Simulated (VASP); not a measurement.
# CsAs3 (R-3m) in VASP: a series of runs

The runs below take CsAs3 through single point, relaxation of cell and atoms, with PBE.

Program: VASP 6.6.1. These are calculated values, not measurements. Logs are shortened: lines on timing, memory, paths and dates and some standing lists are left out, and cuts for length are marked.

**1. The cell of the first run**

Symmetry: R-3m, No. 166, trigonal system. The conventional cell has a = 6.437 Å, b = 6.437 Å, c = 18.131 Å, α = 90.00°, β = 90.00°, γ = 120.00°. Cs (site symmetry -3m) has 12 As at 3.81 to 4.79 Å within 5.0 Å. As (site symmetry 3m) has 1 As at 2.20 Å within 2.9 Å. Within 2.9 Å of As (site symmetry -3m) lie 2 As at 2.20 Å.

The cell was generated, and may not be a known phase.

**2. Single point, PBE**

INCAR reads:

```
SYSTEM = CsAs3
PREC = Accurate
ENCUT = 520
EDIFF = 1E-7
ISMEAR = 0
SIGMA = 0.02
LREAL = .FALSE.
LASPH = .TRUE.
NELM = 60
ALGO = Normal
ISIF = 2
LWAVE = .FALSE.
LCHARG = .FALSE.
GGA = PE
NBANDS = 20
```

KPOINTS reads:

```
Automatic mesh
0
G
  6 6 6
  0 0 0
```

POSCAR reads:

```
CsAs3
1.0
    3.2185514570      1.8582315501      6.0438186022
   -3.2185514570      1.8582315501      6.0438186022
    0.0000000000     -3.7164631002      6.0438186022
Cs As
1 3
Direct
    0.5000000000      0.5000000000      0.5000000000
    0.8788607960      0.8788607960      0.8788607960
    0.1211392040      0.1211392040      0.1211392040
    0.0000000000      0.0000000000      0.0000000000
```

Potentials or basis: VASP PAW PBE potentials, release 64 (Cs_sv, As).

Command:

```sh
$ cat potpaw_PBE.64/Cs_sv/POTCAR potpaw_PBE.64/As/POTCAR > POTCAR
$ mpirun -np 1 vasp_std > vasp.out
```

OUTCAR:

```text
SYSTEM = CsAs3
   PREC = Accurate
   ENCUT = 520
   EDIFF = 1E-7
   ISMEAR = 0
   LREAL = .FALSE.
   LASPH = .TRUE.
   NELM = 60
   ISIF = 2
   GGA = PE

 ion  position               nearest neighbor table
   1  0.500  0.500  0.500-
   2  0.879  0.879  0.879-   4 2.20
   3  0.121  0.121  0.121-   4 2.20
   4  0.000  0.000  0.000-   2 2.20   3 2.20

  LATTYP: Found a trigonal (rhomboedric) cell.
 ALAT       =     7.0950575242
 COS(alpha) =     0.5884344003

  Lattice vectors:

 A1 = (   3.2185514570,   1.8582315501,   6.0438186022)
 A2 = (  -3.2185514570,   1.8582315501,   6.0438186022)
 A3 = (   0.0000000000,  -3.7164631002,   6.0438186022)

Analysis of symmetry for initial positions (statically):
=====================================================================
 Subroutine PRICEL returns:
 Original cell was already a primitive cell.

 Routine SETGRP: Setting up the symmetry group for a
 trigonal (rhombohedral) supercell.

 Subroutine GETGRP returns: Found 12 space group operations
 (whereof 12 operations were pure point group operations)
 out of a pool of 12 trial point group operations.

The static configuration has the point symmetry D_3d.

Analysis of symmetry for dynamics (positions and initial velocities):
=====================================================================
 Subroutine PRICEL returns:
 Original cell was already a primitive cell.

 Routine SETGRP: Setting up the symmetry group for a
 trigonal (rhombohedral) supercell.

 Subroutine GETGRP returns: Found 12 space group operations
 (whereof 12 operations were pure point group operations)
 out of a pool of 12 trial point group operations.

The dynamic configuration has the point symmetry D_3d.

 Subroutine INISYM returns: Found 12 space group operations
 (whereof 12 operations are pure point group operations),
 and found     1 'primitive' translations

----------------------------------------------------------------------------------------

                                     Primitive cell

  volume of cell :     216.8817

  direct lattice vectors                    reciprocal lattice vectors
     3.218551457  1.858231550  6.043818602     0.155349388  0.089691011  0.055152769
    -3.218551457  1.858231550  6.043818602    -0.155349388  0.089691011  0.055152769
     0.000000000 -3.716463100  6.043818602     0.000000000 -0.179382022  0.055152769

  length of vectors
     7.095057524  7.095057524  7.095057524     0.187669225  0.187669225  0.187669225

  position of ions in fractional coordinates (direct lattice)
     0.500000000  0.500000000  0.500000000
     0.878860796  0.878860796  0.878860796
     0.121139204  0.121139204  0.121139204
     0.000000000  0.000000000  0.000000000

  ion indices of the primitive-cell ions
   primitive index   ion index
                 1           1
                 2           2
                 3           3
                 4           4

----------------------------------------------------------------------------------------

 KPOINTS: Automatic mesh

Automatic generation of k-mesh.
 Grid dimensions read from file:
 generate k-points for:    6    6    6

 Generating k-lattice:

  Cartesian coordinates                     Fractional coordinates (reciprocal lattice)
     0.025891565  0.014948502  0.009192128     0.166666667 -0.000000000  0.000000000
    -0.025891565  0.014948502  0.009192128    -0.000000000  0.166666667  0.000000000
     0.000000000 -0.029897004  0.009192128     0.000000000  0.000000000  0.166666667

  Length of vectors
     0.031278204  0.031278204  0.031278204

  Shift w.r.t. Gamma in fractional coordinates (k-lattice)
     0.000000000  0.000000000  0.000000000

 Subroutine IBZKPT returns following result:
 ===========================================

 Found     32 irreducible k-points:

 Following reciprocal coordinates:
            Coordinates               Weight
  0.000000  0.000000  0.000000      1.000000
  0.166667  0.000000  0.000000      6.000000
  0.333333 -0.000000  0.000000      6.000000
  0.500000 -0.000000  0.000000      3.000000
  0.166667  0.166667  0.000000      6.000000
  0.333333  0.166667  0.000000     12.000000
[... 16 lines left out ...]
  0.500000  0.500000  0.166667      6.000000
 -0.333333  0.500000  0.166667     12.000000
 [... further k-points ...]
   k-points           NKPTS =     32   k-points in BZ     NKDIM =     32   number of bands    NBANDS=     20
   number of dos      NEDOS =    301   number of ions     NIONS =      4
   total plane-waves  NPLWV = 157464
   dimension x,y,z NGX =    54 NGY =   54 NGZ =   54
   dimension x,y,z NGXF=   108 NGYF=  108 NGZF=  108
   ions per type =               1   3
   NGX,Y,Z   is equivalent  to a cutoff of  12.65, 12.65, 12.65 a.u.
   NGXF,Y,Z  is equivalent  to a cutoff of  25.31, 25.31, 25.31 a.u.
 SYSTEM =  CsAs3
   PREC   = accura    normal or accurate (medium, high low for compatibility)
   ISTART =      0    job   : 0-new  1-cont  2-samecut
   ICHARG =      2    charge: 1-file 2-atom 10-const
   ISPIN  =      1    spin polarized calculation?
   LNONCOLLINEAR =      F non collinear calculations
   LSORBIT =      F    spin-orbit coupling
   LASPH  =      T    aspherical Exc in radial PAW
   ENCUT  =  520.0 eV  38.22 Ry    6.18 a.u.  13.19 13.19 13.19*2*pi/ulx,y,z
   NELM   =     60;   NELMIN=  2; NELMDL= -5     # of ELM steps
   EDIFF  = 0.1E-06   stopping-criterion for ELM
   LREAL  =      F    real-space projection
   EDIFFG = 0.1E-05   stopping-criterion for IOM
   NSW    =      0    number of steps for IOM
   IBRION =     -1    ionic relax: 0-MD 1-quasi-New 2-CG
   NFREE  =      0    steps in history (QN), initial steepest desc. (CG)
   ISIF   =      2    stress and relaxation
   ISYM   =      2    0-nonsym 1-usesym 2-fastsym
   POTIM  = 0.5000    time-step for ionic-motion
   TEBEG  =    0.0;   TEEND  =   0.0 temperature during run
   PSTRESS=    0.0 pullay stress
   NELECT =      24.0000    total number of electrons
   NUPDOWN=      -1.0000    fix difference up-down
   EMIN   =  10.00;   EMAX   =-10.00  energy-range for DOS
   EFERMI =   0.00;   METHOD = LEGACY
   ISMEAR =     0;   SIGMA  =   0.02  broadening in eV -4-tet -1-fermi 0-gaus
   EFERMI_NEDOS =   21; number of points for ismear=-14 and -15
   IALGO  =     38    algorithm
   IMIX   =      4    mixing-type and parameters
     AMIX     =   0.40;   BMIX     =  1.00
     AMIX_MAG =   1.60;   BMIX_MAG =  1.00
  volume/ion in A,a.u.               =      54.22       365.90
  Fermi-wavevector in a.u.,A,eV,Ry     =   0.785967  1.485262  8.404917  0.617744
  Thomas-Fermi vector in A             =   1.890410
   LORBIT       =      0    0 simple, 1 ext, 2 COOP (PROOUT), +10 PAW based schemes
   GGA     = PE    functional components
   LHFCALC =     F    Hartree Fock is set to
   AEXX    =    0.0000 exact exchange contribution
   IVDW    =     0    specifies the selected vdW correction
   LEPSILON=     F    determine dielectric tensor
   LRPA    =     F    only Hartree local field effects (RPA)
 non-spin polarized calculation
 Gauss-broadening in eV      SIGMA  =   0.02
  energy-cutoff  :      520.00
  volume of cell :      216.88
 maximum number of plane-waves:      5856
 NGX is ok and might be reduce to    54
   NGX = 27   NGY = 27   NGZ = 27

 number of electron      24.0000000 magnetization

 Free energy of the ion-electron system (eV)
  ---------------------------------------------------
  ext. energy  EPLUGINS =         0.00000000
  ---------------------------------------------------
  free energy    TOTEN  =       -14.23471363 eV

  energy without entropy =      -14.23471363  energy(sigma->0) =      -14.23471363

 E-fermi :  -0.0193     XC(G=0):  -6.1775

 val. band max:       -0.1881614653   @ k =   0.5000   0.5000   0.5000
 cond. band min:       0.7748974668   @ k =   0.5000   0.5000   0.5000
 fundamental gap:      0.9630589321
 Fermi energy:        -0.0192981480

 k-point     1 :       0.0000    0.0000    0.0000
  band No.  band energies     occupation
      1     -21.9656      2.00000
      2     -12.9450      2.00000
      3     -10.6181      2.00000
      4      -8.8149      2.00000
      5      -8.7932      2.00000
      6      -8.7932      2.00000
[... 12 lines left out ...]
     19       4.7488      0.00000
     20       5.6679      0.00000

 k-point     2 :       0.1667    0.0000    0.0000
  band No.  band energies     occupation
      1     -21.9654      2.00000
      2     -12.9420      2.00000
      3     -10.6375      2.00000
      4      -8.8309      2.00000
      5      -8.8220      2.00000
      6      -8.7967      2.00000
[... 12 lines left out ...]
     19       4.9708      0.00000
     20       5.8101      0.00000

 k-point     3 :       0.3333   -0.0000    0.0000
  band No.  band energies     occupation
      1     -21.9648      2.00000
      2     -12.9359      2.00000
      3     -10.6758      2.00000
      4      -8.8951      2.00000
      5      -8.8352      2.00000
      6      -8.8037      2.00000
[... 12 lines left out ...]
     19       4.9929      0.00000
     20       5.1991      0.00000

 k-point     4 :       0.5000   -0.0000    0.0000
  band No.  band energies     occupation
      1     -21.9646      2.00000
      2     -12.9328      2.00000
      3     -10.6948      2.00000
      4      -8.9234      2.00000
      5      -8.8413      2.00000
      6      -8.8072      2.00000
[... 12 lines left out ...]
     19       4.7519      0.00000
     20       4.9175      0.00000

 k-point     5 :       0.1667    0.1667    0.0000
  band No.  band energies     occupation
      1     -21.9653      2.00000
      2     -12.9363      2.00000
      3     -10.6651      2.00000
      4      -8.8344      2.00000
      5      -8.7999      2.00000
      6      -8.7976      2.00000
[... 12 lines left out ...]
     19       5.0247      0.00000
     20       5.7363      0.00000

 k-point     6 :       0.3333    0.1667    0.0000
  band No.  band energies     occupation
      1     -21.9650      2.00000
      2     -12.9275      2.00000
      3     -10.7155      2.00000
      4      -8.8507      2.00000
      5      -8.8320      2.00000
      6      -8.7816      2.00000
[... 12 lines left out ...]
     19       4.9223      0.00000
     20       5.3459      0.00000

 k-point     7 :       0.5000    0.1667    0.0000
  band No.  band energies     occupation
      1     -21.9646      2.00000
      2     -12.9245      2.00000
      3     -10.7387      2.00000
      4      -8.8901      2.00000
      5      -8.8426      2.00000
      6      -8.7776      2.00000
[... 12 lines left out ...]
     19       4.7391      0.00000
     20       4.9757      0.00000
[... 277 lines left out ...]
 k-point    20 :       0.5000    0.3333    0.1667
  band No.  band energies     occupation
      1     -21.9649      2.00000
      2     -12.9033      2.00000
      3     -10.8173      2.00000
      4      -8.8425      2.00000
      5      -8.8157      2.00000
      6      -8.7502      2.00000
[... 12 lines left out ...]
     19       4.8975      0.00000
     20       5.1924      0.00000

 k-point    21 :      -0.3333    0.3333    0.1667
  band No.  band energies     occupation
      1     -21.9646      2.00000
      2     -12.9100      2.00000
      3     -10.8056      2.00000
      4      -8.8493      2.00000
      5      -8.8415      2.00000
      6      -8.7465      2.00000
[... 12 lines left out ...]
     19       4.9227      0.00000
     20       5.1354      0.00000

 k-point    22 :      -0.1667    0.3333    0.1667
  band No.  band energies     occupation
      1     -21.9646      2.00000
      2     -12.9222      2.00000
      3     -10.7554      2.00000
      4      -8.8634      2.00000
      5      -8.8413      2.00000
      6      -8.7590      2.00000
[... 12 lines left out ...]
     19       4.8140      0.00000
     20       5.3307      0.00000

 k-point    23 :       0.5000    0.5000    0.1667
  band No.  band energies     occupation
      1     -21.9648      2.00000
      2     -12.8948      2.00000
      3     -10.8608      2.00000
      4      -8.8452      2.00000
      5      -8.8063      2.00000
      6      -8.7039      2.00000
[... 12 lines left out ...]
     19       4.9492      0.00000
     20       5.4582      0.00000

 k-point    24 :      -0.3333    0.5000    0.1667
  band No.  band energies     occupation
      1     -21.9645      2.00000
      2     -12.9014      2.00000
      3     -10.8452      2.00000
      4      -8.8467      2.00000
      5      -8.8309      2.00000
      6      -8.7012      2.00000
[... 12 lines left out ...]
     19       5.0084      0.00000
     20       5.2107      0.00000

 [... further k-points ...]

------------------------ aborting loop because EDIFF is reached ----------------------------------------

  FORCE on cell =-STRESS in cart. coord.  units (eV):
  Direction    XX          YY          ZZ          XY          YZ          ZX
  --------------------------------------------------------------------------------------
  -------------------------------------------------------------------------------------
  Total        0.0457507      0.0457507      0.4762855      0.0000000     -0.0000000     -0.0000000
  in kB        0.3379758      0.3379758      3.5184789      0.0000000     -0.0000000     -0.0000000
  external PRESSURE =       1.3981435 kB  Pullay stress =       0.0000000 kB

 VOLUME and BASIS-vectors are now :
 -----------------------------------------------------------------------------
  energy-cutoff  :      520.00
  volume of cell :      216.88
      direct lattice vectors                 reciprocal lattice vectors
     3.218551457  1.858231550  6.043818602     0.155349388  0.089691011  0.055152769
    -3.218551457  1.858231550  6.043818602    -0.155349388  0.089691011  0.055152769
     0.000000000 -3.716463100  6.043818602     0.000000000 -0.179382022  0.055152769

 POSITION                                       TOTAL-FORCE (eV/Angst)
 -----------------------------------------------------------------------------------
      0.00000      0.00000      9.06573         0.000000      0.000000     -0.000000
      0.00000      0.00000     15.93503         0.000000     -0.000000     -0.088208
      0.00000      0.00000      2.19643         0.000000      0.000000      0.088208
      0.00000      0.00000      0.00000        -0.000000     -0.000000      0.000000
 -----------------------------------------------------------------------------------
    total drift:                                0.000000     -0.000000      0.000000

  FREE ENERGIE OF THE ION-ELECTRON SYSTEM (eV)
  ---------------------------------------------------
  free  energy   TOTEN  =       -14.2347136256 eV

  energy  without entropy=      -14.2347136256  energy(sigma->0) =      -14.23471363
```

Run time: 3.5 min. Hardware: 1 thread of Oxide Virtual Turin-like, shared host; peak memory 0.44 GiB.

What came out:

| Quantity | Value |
| --- | --- |
| Free energy | -14.2347 eV |
| Pressure | 0.1 GPa |
| Largest force | 0.088 eV/Å |
| Band gap on the k mesh | 0.96 eV |

Forces on the atoms (eV/Å):
```
Cs   0.000  0.000  0.000
As   0.000  0.000 -0.088
As   0.000  0.000  0.088
As   0.000  0.000  0.000
```

Stress tensor (GPa, compression positive):
```
0.03 0.00 0.00
0.00 0.03 0.00
0.00 0.00 0.35
```

Caveat: spin-orbit coupling is left out, which moves the levels of the heavy elements.

**3. Relaxation of cell and atoms, PBE**

INCAR reads:

```
PREC = Accurate ; ENCUT = 600
EDIFF = 1E-6 ; ISMEAR = 0
SIGMA = 0.02 ; LREAL = False
LASPH = True ; NELM = 100
ALGO = Normal ; ISIF = 3
LWAVE = False ; LCHARG = False
GGA = PE ; IBRION = 2
NSW = 100 ; EDIFFG = -0.01
```

KPOINTS reads:

```
Automatic mesh
0
Gamma
  6 6 6
```

POSCAR is that of step 2.

Potentials or basis: VASP PAW PBE potentials, release 64 (Cs_sv, As).

Command:

```sh
$ cat potpaw_PBE.64/Cs_sv/POTCAR potpaw_PBE.64/As/POTCAR > POTCAR
$ mpirun -np 1 vasp_std > vasp.out
```

It took 16 min on 1 thread of Oxide Virtual Turin-like, shared host; peak memory 0.56 GiB.

It converged, with:

* Free energy: -14.2355 eV
* Relaxed volume: 54.75 Å³/atom
* Relaxed cell: a = 7.119 Å, b = 7.119 Å, c = 7.119 Å, α = 53.94°, β = 53.94°, γ = 53.94°
* Space group after relaxing (to 0.1 Å): R-3m (No. 166)
* Energy gained by relaxing: 0.2 meV/atom
* Ionic steps: 8
* Pressure after relaxing: 0.0 GPa
* Largest force after relaxing: 0.009 eV/Å
* Band gap on the k mesh: 0.97 eV

Forces on the atoms (eV/Å):
```
Cs   0.000  0.000  0.000
As   0.000  0.000  0.009
As   0.000  0.000 -0.009
As   0.000  0.000  0.000
```

Step by step:
```tsv
step	energy change (eV)	largest force (eV/Å)	pressure (GPa)	volume (Å³)
1	0.0000	0.0881	0.14	216.88
2	0.0015	0.1943	-0.19	218.38
3	-0.0006	0.0126	0.02	217.40
4	-0.0006	0.0147	0.02	217.41
5	-0.0007	0.0139	0.02	217.66
6	-0.0007	0.0116	0.00	218.39
7	-0.0007	0.0106	0.00	218.66
8	-0.0007	0.0095	-0.01	219.01
```

Final structure:
```
CELL_PARAMETERS angstrom
3.22857 1.86401 6.06524
-3.22857 1.86401 6.06524
0.00000 -3.72803 6.06524
ATOMIC_POSITIONS crystal
Cs 0.50000 0.50000 0.50000
As 0.87897 0.87897 0.87897
As 0.12103 0.12103 0.12103
As 0.00000 0.00000 0.00000
```

Levels at points of the mesh, in eV from the valence-band top:
```tsv
k point	band 10	band 11	band 12	band 13	band 14	band 15
(0.00, 0.00, 0.00)	-2.18	-1.24	-1.24	1.23	2.16	2.16
(0.50, 0.00, 0.00)	-2.27	-0.99	-0.34	1.09	1.83	2.00
(0.50, 0.50, 0.00)	-2.28	-1.14	-0.16	1.18	1.70	1.90
(0.50, 0.50, 0.50)	-2.60	0.00	0.00	0.97	0.97	1.68
```

Caveat: spin-orbit coupling is left out, which moves the levels of the heavy elements.
